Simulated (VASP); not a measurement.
Input of a VASP 6.6.1 run:

POSCAR

```
Sr2ZnMoF6
1.0
    0.0000000000      4.1665688100      4.1665688100
    4.1665688100      0.0000000000      4.1665688100
    4.1665688100      4.1665688100      0.0000000000
Mo Zn Sr F
1 1 2 6
Direct
    0.0000000000      0.0000000000      0.0000000000
    0.5000000000      0.5000000000      0.5000000000
    0.2500000000      0.2500000000      0.2500000000
    0.7500000000      0.7500000000      0.7500000000
    0.7500000000      0.2500000000      0.2500000000
    0.2500000000      0.7500000000      0.2500000000
    0.2500000000      0.7500000000      0.7500000000
    0.7500000000      0.2500000000      0.7500000000
    0.2500000000      0.2500000000      0.7500000000
    0.7500000000      0.7500000000      0.2500000000
```

Contents of INCAR.step1:

```
ALGO = Normal
EDIFF = 1E-4
ENCUT = 520
GGA = PE
ISMEAR = -1
LASPH = T
LCHARG = F
LREAL = F
LWAVE = T
NBANDS = 55
NELM = 100
PREC = Accurate
SIGMA = 0.1
```

File INCAR.step2:

```
ALGO = Normal
EDIFF = 1E-7
ENCUT = 520
ISIF = 2
ISMEAR = -1
ISTART = 1
LASPH = T
LCHARG = F
LMIXTAU = T
LREAL = F
LWAVE = F
METAGGA = R2SCAN
NBANDS = 55
NELM = 100
PREC = Accurate
SIGMA = 0.1
```

Contents of KPOINTS:

```
k-points
0
Gamma
  7 7 7
```

Potentials or basis: VASP PAW PBE potentials, release 64 (Mo_sv, Zn, Sr_sv, F).

Command:

```sh
$ cat potpaw_PBE.64/Mo_sv/POTCAR potpaw_PBE.64/Zn/POTCAR potpaw_PBE.64/Sr_sv/POTCAR potpaw_PBE.64/F/POTCAR > POTCAR
$ cp INCAR.step1 INCAR
$ mpirun -np 1 vasp_std > vasp.out
$ cp INCAR.step2 INCAR
$ mpirun -np 1 vasp_std > vasp.out
```

(1) What does it give for the pressure?

(2) Predict the band gap on the k mesh.

Answers

(1) 9.4 GPa.

(2) zero (band 44 reaches 6.56 eV, above the bottom of band 45 at 6.30 eV).

Caveat: the PAW data sets were made with another functional, which shifts forces and pressure a little.
